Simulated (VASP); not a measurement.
Runs of VASP 6.6.1 on BaTe. The structure is that of space group P4/mmm (No. 123), or close to it. The cells are those of the table. 

| cell | gap on the mesh (eV) | pressure (GPa) |
| --- | --- | --- |
| a = 4.369, b = 4.369, c = 4.049 Å, 2 atoms | 0.16 | -2.8 |
| a = 4.156, b = 4.156, c = 4.476 Å, 2 atoms | 0.32 | -2.8 |
| a = 4.049, b = 4.049, c = 4.476 Å, 2 atoms | - | -1.2 |
| a = 4.049, b = 4.049, c = 4.369 Å, 2 atoms | 0.11 | (a) |
| a = 4.476, b = 4.476, c = 4.049 Å, 2 atoms | - | (b) |
| a = 4.476, b = 4.476, c = 4.156 Å, 2 atoms | 0.27 | -4.4 |

Alike in all rows: task single point; level LDA; potentials or basis VASP PAW LDA potentials, release 64 (Ba_sv, Te); no spin polarisation; k mesh 6 × 6 × 6; cutoff (eV) 520; smearing gaussian 0.05 eV.

Problem. Estimate the missing entries.

Solution. (a) -0.4; (b) -3.9.

Caveats: spin-orbit coupling is left out, which moves the levels of the heavy elements.

A k mesh can miss the band edges, and the runs leave out spin-orbit coupling on Ba, Te.
